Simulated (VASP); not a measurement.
Runs of VASP 6.6.1 on KYSe2. It takes space group P4/mmm (No. 123, tetragonal). Conventional cell: a = 4.320 Å, b = 4.320 Å, c = 5.868 Å, α = 90.00°, β = 90.00°, γ = 90.00°. K (site symmetry 4/mmm) has 6 Se at 2.93 to 3.05 Å within 3.9 Å. Within 3.9 Å of Se (site symmetry 4/mmm) lie 2 K at 2.93 Å and 4 Y at 3.05 Å. Within 3.9 Å of Se (site symmetry 4/mmm) lie 2 Y at 2.93 Å and 4 K at 3.05 Å. Y (site symmetry 4/mmm) has 6 Se at 2.93 to 3.05 Å within 3.9 Å. 

| level | k mesh | grid for exact exchange (PRECFOCK) | screening parameter | gap on the mesh (eV) | pressure (GPa) |
| --- | --- | --- | --- | --- | --- |
| HSE06 | 4 × 4 × 2 | Normal | 0.2079 1/Å | 0.85 | 0.1 |
| PBE | 4 × 4 × 4 | - | - | (a) | (b) |
| r2SCAN | 4 × 4 × 2 | - | - | 0.40 | (c) |
| PBE | 4 × 4 × 2 | - | - | 0.08 | 1.0 |

Alike in all rows: task single point; potentials or basis VASP PAW PBE potentials, release 64 (K_sv, Se, Y_sv); no spin polarisation; cell as given; cutoff (eV) 520; smearing gaussian 0.01 eV.

Task: Estimate the missing entries.

Result: (a) 0.19; (b) 0.8; (c) 0.3.

Caveats: some runs use coarse meshes; the PAW data sets were made with another functional, which shifts forces and pressure a little (some runs).

A k mesh can miss the band edges, and the runs leave out spin-orbit coupling on Se, Y.
